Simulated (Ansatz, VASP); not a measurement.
**TiMnH6 in VASP and in Ansatz**

```
Ti Mn H
1.0
     0.00000    3.43875    3.43875
     3.43875    0.00000    3.43875
     3.43875    3.43875    0.00000
Ti Mn H
1 1 6
Direct
  0.50000 0.50000 0.50000
  0.00000 0.00000 0.00000
  0.76599 0.23401 0.23401
  0.23401 0.76599 0.76599
  0.23401 0.76599 0.23401
  0.76599 0.23401 0.76599
  0.23401 0.23401 0.76599
  0.76599 0.76599 0.23401
```

Alike in both runs: functional PBE; k mesh 4 × 4 × 4; occupations gaussian, width 0.1 eV; collinear spin.

Ansatz relaxed the structure, and its values are those at the end. VASP's run is a single point on that final structure, the one shown.

```csv
,VASP,Ansatz
version,VASP 6.6.1,Ansatz 0.2.0
potentials or method,"VASP PAW PBE potentials, release 64 (Ti_sv, Mn_pv, H), cutoff 520 eV","scalar-relativistic, plane waves, PAW"
valence electrons in the cell,31,33
```

VASP gave:

```
gap on the k mesh at the Fermi level (eV)                     : none
pressure (GPa)                                                : -0.2
rms of the force components (eV/Å)                            : 0.014
net moment per atom (μB)                                      : 0.14
size of the moment on the site where the two differ most (μB) : 2.54
```

Which values does Ansatz return?

gap on the k mesh at the Fermi level (eV): none; pressure (GPa): -0.1; rms of the force components (eV/Å): 0.007; net moment per atom (μB): 0.14; size of the moment on the site where the two differ most (μB): 1.88.

Site moments also hang on the region over which each program counts them. A gap of «none» marks a metal or a gap that the smearing closes. VASP's potentials hold 31 valence electrons a cell and Ansatz's 33, so a difference there can come from the potentials and not from the codes.

The k mesh is coarse, so the values compare programs but aren't converged.
